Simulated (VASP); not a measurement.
Here is a VASP 6.6.1 calculation.

POSCAR

```
C
1.0
    2.1273203072     -1.2282824400      0.0000000000
    2.1273203072      1.2282824400      0.0000000000
   -1.3790696309      0.0000000000      3.5028300786
C
2
Direct
    0.1666444700      0.1666444700      0.9999069600
    0.8333555300      0.8333555300      0.0000930400
```

Contents of INCAR.step1:

```
PREC = Accurate
ENCUT = 520
EDIFF = 1E-5
ISMEAR = -1
SIGMA = 0.05
LREAL = False
LASPH = True
NELM = 80
ALGO = Normal
ISIF = 2
LWAVE = True
LCHARG = False
GGA = PE
NBANDS = 11
```

File INCAR.step2:

```
PREC = Accurate
ENCUT = 520
EDIFF = 1E-7
ISMEAR = -1
SIGMA = 0.05
LREAL = False
LASPH = True
NELM = 80
ALGO = Normal
ISIF = 2
LWAVE = False
LCHARG = False
GGA = PE
LHFCALC = True
AEXX = 0.25
PRECFOCK = Normal
ISTART = 1
NBANDS = 11
```

Contents of KPOINTS:

```
regular mesh
0
Gamma
  8 8 4
```

Potentials or basis: VASP PAW PBE potentials, release 64 (C).

Run with:

```bash
$ cat potpaw_PBE.64/C/POTCAR > POTCAR
$ cp INCAR.step1 INCAR
$ mpirun -np 1 vasp_std > vasp.out
$ cp INCAR.step2 INCAR
$ mpirun -np 1 vasp_std > vasp.out
```

Question: Predict the largest force.

Answer: 0.009 eV/Å.

Question: What does it give for the band gap on the k mesh?

Answer: 2.69 eV, direct.

Question: Predict the pressure.

Answer: -1.5 GPa.

Forces on the atoms (eV/Å):
```
C   -0.005  0.000  0.007
C    0.005  0.000 -0.007
```

Caveat: the k points lie up to 0.45 Å⁻¹ apart; the PAW data sets were made with another functional, which shifts forces and pressure a little; this functional lacks dispersion, which binds the layers, so the pressure and a relaxed spacing across them are unreliable. A k mesh can miss the band edges.
